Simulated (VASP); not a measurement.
Wanted: the native input for a VASP 6.6.1 run.

```yaml
Task: single point
Functional: PBE
Dispersion: D3(BJ)
Potentials_or_basis: VASP PAW PBE potentials, release 64 (Cs_sv, I)
Cutoff: 500 eV
k_mesh: 6 × 6 × 6
Occupations: fermi-dirac, width 0.05 eV
Spin: no spin polarisation
Dipole_correction: no
Further_INCAR_settings: ALGO = Normal; EDIFF = 1e-06; NBANDS = 15
```

The structure of CsI lies in POSCAR:

```
CsI
1.0
    4.5667000000      0.0000000000      0.0000000000
    0.0000000000      4.5667000000      0.0000000000
    0.0000000000      0.0000000000      4.5667000000
Cs I
1 1
Direct
    0.0000000000      0.0000000000      0.0000000000
    0.5000000000      0.5000000000      0.5000000000
```

One way to write it, as run:

INCAR

```
SYSTEM = CsI
PREC = Accurate
ENCUT = 500
EDIFF = 1E-6
ISMEAR = -1
SIGMA = 0.05
LREAL = .False.
LASPH = .True.
NELM = 120
ALGO = Normal
ISIF = 2
LWAVE = .False.
LCHARG = .False.
GGA = PE
IVDW = 12
NBANDS = 15
GGA_COMPAT = .False.
```

KPOINTS

```
Automatic mesh
0
Gamma
  6 6 6
  0 0 0
```

Potentials or basis: VASP PAW PBE potentials, release 64 (Cs_sv, I).

Run with:

```sh
$ cat potpaw_PBE.64/Cs_sv/POTCAR potpaw_PBE.64/I/POTCAR > POTCAR
$ mpirun -np 1 vasp_std > vasp.out
```

It gave:

- Pressure: 0.0 GPa
- Band gap on the k mesh: 3.88 eV (least direct gap 3.96 eV)
- Dispersion energy per atom: -0.240 eV

Caveat: spin-orbit coupling is left out, which moves the levels of the heavy elements.

It took 38 s on 1 thread of Intel Xeon 8259CL, on a shared host, peak memory 0.22 GiB.
